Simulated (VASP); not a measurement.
# Al8N7 (a cell with a defect) in VASP: notebook

Al8N7 (a cell with a defect) is run at these levels: PBE; tasks: single point.

All numbers are computed with VASP 6.6.1; they aren't measurements. Logs are shortened: lines on timing, memory, paths and dates and some standing lists are left out, and cuts for length are marked.

**1. The cell of the first run**

The cell holds a defect, 15 atoms: a = 5.757 Å, b = 5.757 Å, c = 5.757 Å, α = 60.00°, β = 60.00°, γ = 60.00°.

**2. Single point, PBE (atom 9 moved 0.250 of the way to it and +0.000 Å across, host rigid)**

Input file INCAR:

```
ALGO = Normal ; EDIFF = 1E-6
ENCUT = 520 ; GGA = PE
ISIF = 2 ; ISMEAR = 0
LASPH = True ; LCHARG = True
LELF = True ; LREAL = Auto
LVHAR = True ; LWAVE = False
NBANDS = 42 ; NELECT = 56.0
NELM = 60 ; PREC = Accurate
SIGMA = 0.05
```

Input file KPOINTS:

```
k-points
0
Gamma
  4 4 4
```

Input file POSCAR:

```
Al8N7
1.0
    0.0000000000      4.0705261175     -4.0705261175
    4.0705261175      4.0705261175      0.0000000000
    4.0705261175      0.0000000000     -4.0705261175
Al N
8 7
Direct
    0.2500000000      0.7500000000      0.2500000000
    0.2500000000      0.2500000000      0.2500000000
    0.7500000000      0.7500000000      0.2500000000
    0.7500000000      0.2500000000      0.2500000000
    0.2500000000      0.7500000000      0.7500000000
    0.2500000000      0.2500000000      0.7500000000
    0.7500000000      0.7500000000      0.7500000000
    0.7500000000      0.2500000000      0.7500000000
    0.5000000000     -0.1250000000      0.0000000000
    1.0000000000      0.5000000000      0.0000000000
    1.0000000000      0.0000000000      0.0000000000
    0.5000000000      0.5000000000      0.5000000000
    0.5000000000      0.0000000000      0.5000000000
    1.0000000000      0.5000000000      0.5000000000
    1.0000000000      0.0000000000      0.5000000000
```

Potentials or basis: VASP PAW PBE potentials, release 64 (Al, N).

On the command line:

```bash
$ cat potpaw_PBE.64/Al/POTCAR potpaw_PBE.64/N/POTCAR > POTCAR
$ mpirun -np 1 vasp_std > vasp.out
```

OUTCAR:

```text
EDIFF = 1E-6
   ENCUT = 520
   GGA = PE
   ISIF = 2
   ISMEAR = 0
   LASPH = True
   LREAL = Auto
   NELECT = 56.0
   NELM = 60
   PREC = Accurate

 ion  position               nearest neighbor table
   1  0.250  0.750  0.250-   9 1.61  11 2.04  12 2.04  14 2.04  15 2.04   5 2.88   2 2.88   3 2.88
                             5 2.88   6 2.88   7 2.88   2 2.88   4 2.88   6 2.88   3 2.88   4 2.88
   2  0.250  0.250  0.250-  10 2.04  13 2.04  14 2.04  15 2.04   4 2.88   6 2.88   1 2.88   5 2.88
                             6 2.88   8 2.88   1 2.88   3 2.88   5 2.88   3 2.88   4 2.88   8 2.88
   3  0.750  0.750  0.250-  10 2.04  11 2.04  12 2.04  13 2.04  14 2.04   9 2.16   1 2.88   4 2.88
                             7 2.88   5 2.88   7 2.88   8 2.88   2 2.88   4 2.88   8 2.88   1 2.88
   4  0.750  0.250  0.250-  10 2.04  11 2.04  12 2.04  13 2.04  15 2.04   8 2.88   2 2.88   3 2.88
                             6 2.88   7 2.88   8 2.88   1 2.88   3 2.88   7 2.88   1 2.88   2 2.88
   5  0.250  0.750  0.750-  10 2.04  11 2.04  12 2.04  13 2.04  15 2.04   7 2.88   1 2.88   6 2.88
                             1 2.88   2 2.88   3 2.88   2 2.88   6 2.88   8 2.88   3 2.88   7 2.88
   6  0.250  0.250  0.750-  10 2.04  11 2.04  12 2.04  13 2.04  14 2.04   9 2.16   2 2.88   5 2.88
                             8 2.88   1 2.88   2 2.88   4 2.88   1 2.88   5 2.88   7 2.88   4 2.88
   7  0.750  0.750  0.750-   9 1.61  10 2.04  13 2.04  14 2.04  15 2.04   8 2.88   3 2.88   5 2.88
                             1 2.88   3 2.88   4 2.88   4 2.88   6 2.88   8 2.88   1 2.88   5 2.88
   8  0.750  0.250  0.750-  11 2.04  12 2.04  14 2.04  15 2.04   6 2.88   7 2.88   4 2.88   2 2.88
                             3 2.88   4 2.88   3 2.88   5 2.88   7 2.88   2 2.88   5 2.88   6 2.88
   9  0.500  0.875  0.000-   1 1.61   7 1.61   6 2.16   3 2.16
  10  0.000  0.500  0.000-   2 2.04   3 2.04   4 2.04   5 2.04   6 2.04   7 2.04
  11  0.000  0.000  0.000-   1 2.04   3 2.04   4 2.04   5 2.04   6 2.04   8 2.04
  12  0.500  0.500  0.500-   1 2.04   3 2.04   4 2.04   5 2.04   6 2.04   8 2.04
  13  0.500  0.000  0.500-   2 2.04   3 2.04   4 2.04   5 2.04   6 2.04   7 2.04
  14  0.000  0.500  0.500-   1 2.04   2 2.04   3 2.04   6 2.04   7 2.04   8 2.04
  15  0.000  0.000  0.500-   1 2.04   2 2.04   4 2.04   5 2.04   7 2.04   8 2.04

  LATTYP: Found a face centered cubic cell.
 ALAT       =     8.1410522350

  Lattice vectors:

 A1 = (   0.0000000000,   4.0705261175,  -4.0705261175)
 A2 = (   4.0705261175,   4.0705261175,   0.0000000000)
 A3 = (   4.0705261175,   0.0000000000,  -4.0705261175)

Analysis of symmetry for initial positions (statically):
=====================================================================
 Subroutine PRICEL returns:
 Original cell was already a primitive cell.

 Routine SETGRP: Setting up the symmetry group for a
 face centered cubic supercell.

 Subroutine GETGRP returns: Found  4 space group operations
 (whereof  1 operations were pure point group operations)
 out of a pool of 48 trial point group operations.

The static configuration has the point symmetry C_1 .
 The point group associated with its full space group is C_2v.

Analysis of symmetry for dynamics (positions and initial velocities):
=====================================================================
 Subroutine PRICEL returns:
 Original cell was already a primitive cell.

 Routine SETGRP: Setting up the symmetry group for a
 face centered cubic supercell.

 Subroutine GETGRP returns: Found  4 space group operations
 (whereof  1 operations were pure point group operations)
 out of a pool of 48 trial point group operations.

The dynamic configuration has the point symmetry C_1 .
 The point group associated with its full space group is C_2v.

 Subroutine INISYM returns: Found  4 space group operations
 (whereof  1 operations are pure point group operations),
 and found     1 'primitive' translations

----------------------------------------------------------------------------------------

                                     Primitive cell

  volume of cell :     134.8906

  direct lattice vectors                    reciprocal lattice vectors
     0.000000000  4.070526118 -4.070526118    -0.122834244  0.122834244 -0.122834244
     4.070526118  4.070526118  0.000000000     0.122834244  0.122834244  0.122834244
     4.070526118  0.000000000 -4.070526118     0.122834244 -0.122834244 -0.122834244

  length of vectors
     5.756593241  5.756593241  5.756593241     0.212755152  0.212755152  0.212755152

  position of ions in fractional coordinates (direct lattice)
     0.250000000  0.750000000  0.250000000
     0.250000000  0.250000000  0.250000000
     0.750000000  0.750000000  0.250000000
     0.750000000  0.250000000  0.250000000
     0.250000000  0.750000000  0.750000000
     0.250000000  0.250000000  0.750000000
     0.750000000  0.750000000  0.750000000
     0.750000000  0.250000000  0.750000000
     0.500000000  0.875000000  0.000000000
     0.000000000  0.500000000  0.000000000
     0.000000000  0.000000000  0.000000000
     0.500000000  0.500000000  0.500000000
     0.500000000  0.000000000  0.500000000
     0.000000000  0.500000000  0.500000000
     0.000000000  0.000000000  0.500000000

  ion indices of the primitive-cell ions
   primitive index   ion index
                 1           1
                 2           2
                 3           3
                 4           4
                 5           5
                 6           6
                 7           7
                 8           8
                 9           9
                10          10
                11          11
                12          12
                13          13
                14          14
                15          15

----------------------------------------------------------------------------------------

 KPOINTS: k-points

Automatic generation of k-mesh.
 Grid dimensions read from file:
 generate k-points for:    4    4    4

 Generating k-lattice:

  Cartesian coordinates                     Fractional coordinates (reciprocal lattice)
    -0.030708561  0.030708561 -0.030708561     0.250000000  0.000000000  0.000000000
     0.030708561  0.030708561  0.030708561     0.000000000  0.250000000  0.000000000
     0.030708561 -0.030708561 -0.030708561     0.000000000  0.000000000  0.250000000

  Length of vectors
     0.053188788  0.053188788  0.053188788

  Shift w.r.t. Gamma in fractional coordinates (k-lattice)
     0.000000000  0.000000000  0.000000000

 Subroutine IBZKPT returns following result:
 ===========================================

 Found     18 irreducible k-points:

 Following reciprocal coordinates:
            Coordinates               Weight
  0.000000  0.000000  0.000000      1.000000
  0.250000  0.000000  0.000000      4.000000
  0.000000  0.250000  0.000000      4.000000
  0.500000  0.000000  0.000000      2.000000
  0.000000  0.500000  0.000000      2.000000
  0.250000  0.250000  0.000000      4.000000
[... 10 lines left out ...]
 -0.250000  0.500000  0.250000      2.000000
  0.250000 -0.250000  0.500000      4.000000
   k-points           NKPTS =     18   k-points in BZ     NKDIM =     18   number of bands    NBANDS=     42
   number of dos      NEDOS =    301   number of ions     NIONS =     15
   total plane-waves  NPLWV = 110592
   dimension x,y,z NGX =    48 NGY =   48 NGZ =   48
   dimension x,y,z NGXF=    96 NGYF=   96 NGZF=   96
   ions per type =               8   7
   NGX,Y,Z   is equivalent  to a cutoff of  13.86, 13.86, 13.86 a.u.
   NGXF,Y,Z  is equivalent  to a cutoff of  27.72, 27.72, 27.72 a.u.
 SYSTEM =  unknown system
   PREC   = accura    normal or accurate (medium, high low for compatibility)
   ISTART =      0    job   : 0-new  1-cont  2-samecut
   ICHARG =      2    charge: 1-file 2-atom 10-const
   ISPIN  =      1    spin polarized calculation?
   LNONCOLLINEAR =      F non collinear calculations
   LSORBIT =      F    spin-orbit coupling
   LASPH  =      T    aspherical Exc in radial PAW
   ENCUT  =  520.0 eV  38.22 Ry    6.18 a.u.  10.70 10.70 10.70*2*pi/ulx,y,z
   NELM   =     60;   NELMIN=  2; NELMDL= -5     # of ELM steps
   EDIFF  = 0.1E-05   stopping-criterion for ELM
   LREAL  =      T    real-space projection
   EDIFFG = 0.1E-04   stopping-criterion for IOM
   NSW    =      0    number of steps for IOM
   IBRION =     -1    ionic relax: 0-MD 1-quasi-New 2-CG
   NFREE  =      0    steps in history (QN), initial steepest desc. (CG)
   ISIF   =      2    stress and relaxation
   ISYM   =      2    0-nonsym 1-usesym 2-fastsym
   POTIM  = 0.5000    time-step for ionic-motion
   TEBEG  =    0.0;   TEEND  =   0.0 temperature during run
   PSTRESS=    0.0 pullay stress
   NELECT =      56.0000    total number of electrons
   NUPDOWN=      -1.0000    fix difference up-down
   EMIN   =  10.00;   EMAX   =-10.00  energy-range for DOS
   EFERMI =   0.00;   METHOD = LEGACY
   ISMEAR =     0;   SIGMA  =   0.05  broadening in eV -4-tet -1-fermi 0-gaus
   EFERMI_NEDOS =   21; number of points for ismear=-14 and -15
   IALGO  =     38    algorithm
   IMIX   =      4    mixing-type and parameters
     AMIX     =   0.40;   BMIX     =  1.00
     AMIX_MAG =   1.60;   BMIX_MAG =  1.00
  volume/ion in A,a.u.               =       8.99        60.69
  Fermi-wavevector in a.u.,A,eV,Ry     =   1.221266  2.307858 20.292965  1.491491
  Thomas-Fermi vector in A             =   2.356454
   LORBIT       =      0    0 simple, 1 ext, 2 COOP (PROOUT), +10 PAW based schemes
   GGA     = PE    functional components
   LHFCALC =     F    Hartree Fock is set to
   AEXX    =    0.0000 exact exchange contribution
   IVDW    =     0    specifies the selected vdW correction
   LEPSILON=     F    determine dielectric tensor
   LRPA    =     F    only Hartree local field effects (RPA)
 non-spin polarized calculation
 Gauss-broadening in eV      SIGMA  =   0.05
  energy-cutoff  :      520.00
  volume of cell :      134.89
 maximum number of plane-waves:      3695
 NGX is ok and might be reduce to    48
   NGX = 21   NGY = 21   NGZ = 21

 number of electron      55.9999997 magnetization

 Free energy of the ion-electron system (eV)
  ---------------------------------------------------
  ext. energy  EPLUGINS =         0.00000000
  ---------------------------------------------------
  free energy    TOTEN  =      -129.93077637 eV

  energy without entropy =     -129.92639844  energy(sigma->0) =     -129.92858740

 E-fermi :   8.8412     XC(G=0): -11.6547

 val. band max:        8.8124525244   @ k =   0.2500   0.2500   0.0000
 cond. band min:       8.8563875841   @ k =   0.5000   0.0000   0.0000
 fundamental gap:      0.0439350597
 Fermi energy:         8.8411613329

 k-point     1 :       0.0000    0.0000    0.0000
  band No.  band energies     occupation
      1      -7.7115      2.00000
      2      -5.1135      2.00000
      3      -4.9270      2.00000
      4      -4.9108      2.00000
      5      -4.1751      2.00000
      6      -4.0171      2.00000
[... 32 lines left out ...]
     39      15.5451      0.00000
[... 730 lines left out ...]
     39      18.1520      0.00000
     40      18.3319      0.00000
 [bands above 40 left out]

------------------------ aborting loop because EDIFF is reached ----------------------------------------

  FORCE on cell =-STRESS in cart. coord.  units (eV):
  Direction    XX          YY          ZZ          XY          YZ          ZX
  --------------------------------------------------------------------------------------
  -------------------------------------------------------------------------------------
  Total      -24.7847398    -24.7847398    -32.2147724     -7.7347516      0.0000000      0.0000000
  in kB     -294.3833980   -294.3833980   -382.6344045    -91.8703391      0.0000000      0.0000000
  external PRESSURE =    -323.8004002 kB  Pullay stress =       0.0000000 kB

 VOLUME and BASIS-vectors are now :
 -----------------------------------------------------------------------------
  energy-cutoff  :      520.00
  volume of cell :      134.89
      direct lattice vectors                 reciprocal lattice vectors
     0.000000000  4.070526118 -4.070526118    -0.122834244  0.122834244 -0.122834244
     4.070526118  4.070526118  0.000000000     0.122834244  0.122834244  0.122834244
     4.070526118  0.000000000 -4.070526118     0.122834244 -0.122834244 -0.122834244

 POSITION                                       TOTAL-FORCE (eV/Angst)
 -----------------------------------------------------------------------------------
      4.07053      4.07053     -2.03526         4.803837     -7.133652     -0.000000
      2.03526      2.03526     -2.03526         1.260474     -3.008749     -0.000000
      4.07053      6.10579     -4.07053        -0.403797     -0.403797     -0.544309
      2.03526      4.07053     -4.07053        -0.042178     -0.042178     -2.818339
      6.10579      4.07053     -4.07053        -0.042178     -0.042178      2.818339
      4.07053      2.03526     -4.07053        -0.403797     -0.403797      0.544309
      6.10579      6.10579     -6.10579        -7.133652      4.803837     -0.000000
      4.07053      4.07053     -6.10579        -3.008749      1.260474     -0.000000
      3.56171      5.59697     -2.03526         5.808328      5.808328     -0.000000
      2.03526      2.03526      0.00000        -0.790263      0.261495     -1.393060
      0.00000      0.00000      0.00000         0.261495     -0.790263      1.393060
      4.07053      4.07053     -4.07053         0.261495     -0.790263     -1.393060
      2.03526      2.03526     -4.07053        -0.790263      0.261495      1.393060
      4.07053      2.03526     -2.03526         0.080418      0.080418     -0.000000
      2.03526      0.00000     -2.03526         0.138829      0.138829     -0.000000
 -----------------------------------------------------------------------------------
    total drift:                                0.001473      0.001473     -0.000000

  FREE ENERGIE OF THE ION-ELECTRON SYSTEM (eV)
  ---------------------------------------------------
  free  energy   TOTEN  =      -129.9307763704 eV

  energy  without entropy=     -129.9263984372  energy(sigma->0) =     -129.92858740
```

Run time: 2 min. Hardware: 1 thread of Intel Xeon 6975P-C (Granite Rapids), shared host; peak memory 0.32 GiB.

Results:

* Free energy: -129.9308 eV
* Largest force: 8.600 eV/Å

Forces in eV/Å, atoms in the order of the input:
```
Al   4.804 -7.134  0.000
Al   1.260 -3.009  0.000
Al  -0.404 -0.404 -0.544
Al  -0.042 -0.042 -2.818
Al  -0.042 -0.042  2.818
Al  -0.404 -0.404  0.544
Al  -7.134  4.804  0.000
Al  -3.009  1.260  0.000
N    5.808  5.808  0.000
N   -0.790  0.261 -1.393
N    0.261 -0.790  1.393
N    0.261 -0.790 -1.393
N   -0.790  0.261  1.393
N    0.080  0.080  0.000
N    0.139  0.139  0.000
```

Caveat: the cell carries a net charge on a neutralising background, which shifts energy and pressure; the cell differs from its parent crystal (atom 9 moved 0.250 of the way to it and +0.000 Å across, host rigid); the cell is charged against a uniform background, so pressure and absolute levels hang on convention.

**3. Single point, PBE (atom 9 moved 0.500 of the way to it and -0.250 Å across, host rigid)**

Input file INCAR:

```
  PREC = Accurate
  ENCUT = 520
  EDIFF = 1E-6
  ISMEAR = 0
  SIGMA = 0.05
  LREAL = Auto
  LASPH = T
  NELM = 100
  ALGO = Normal
  ISIF = 2
  LWAVE = F
  LCHARG = F
  GGA = PE
  NBANDS = 42
  NELECT = 56.0
```

Input file KPOINTS:

```
Automatic mesh
0
Gamma
  4 4 4
```

POSCAR, as its differences from that of step 2:

```diff
@@ -16,3 +16,3 @@
     0.7500000000      0.2500000000      0.7500000000
-    0.5000000000     -0.1250000000      0.0000000000
+    0.5307085611     -0.2807085611      0.0307085611
     1.0000000000      0.5000000000      0.0000000000
```

Potentials or basis: VASP PAW PBE potentials, release 64 (Al, N).

On the command line:

```bash
$ cat potpaw_PBE.64/Al/POTCAR potpaw_PBE.64/N/POTCAR > POTCAR
$ mpirun -np 1 vasp_std > vasp.out
```

It took 2.1 min on 1 thread of Intel Xeon 6975P-C (Granite Rapids), shared host; peak memory 0.32 GiB.

Results (log left out):

```yaml
Free_energy: -125.4356 eV
Largest_force: 19.926 eV/Å
```

Forces in eV/Å, atoms in the order of the input:
```
Al   13.943 -13.943   2.875
Al    2.897  -2.897   0.070
Al   -0.458  -0.458  -2.260
Al    0.458   0.458  -2.260
Al    0.041   0.041   2.524
Al   -0.041  -0.041   2.524
Al  -13.943  13.943   2.875
Al   -2.897   2.897   0.070
N     0.000   0.000  -3.143
N    -1.253   1.253  -2.985
N     0.578  -0.578   1.365
N     1.253  -1.253  -2.985
N    -0.578   0.578   1.365
N    -0.027  -0.027  -0.017
N     0.027   0.027  -0.017
```

Levels at points of the mesh, in eV from the Fermi level:
```csv
k point,band 26,band 27,band 28,band 29,band 30,band 31
"(0.00, 0.00, 0.00)",-0.53,-0.33,0.07,0.10,2.56,4.99
"(0.50, 0.00, 0.00)",-0.53,-0.19,-0.13,0.00,2.28,3.74
"(0.00, 0.50, 0.00)",-0.80,-0.73,-0.71,1.06,1.47,3.91
"(0.50, 0.50, 0.00)",-0.89,-0.87,-0.14,0.99,1.98,3.29
"(0.50, 0.00, 0.50)",-0.99,-0.71,-0.64,-0.02,1.73,4.10
```

Caveat: the cell carries a net charge on a neutralising background, which shifts energy and pressure; the cell differs from its parent crystal (atom 9 moved 0.500 of the way to it and -0.250 Å across, host rigid); the cell is charged against a uniform background, so pressure and absolute levels hang on convention.

[end of part 1 of 2]
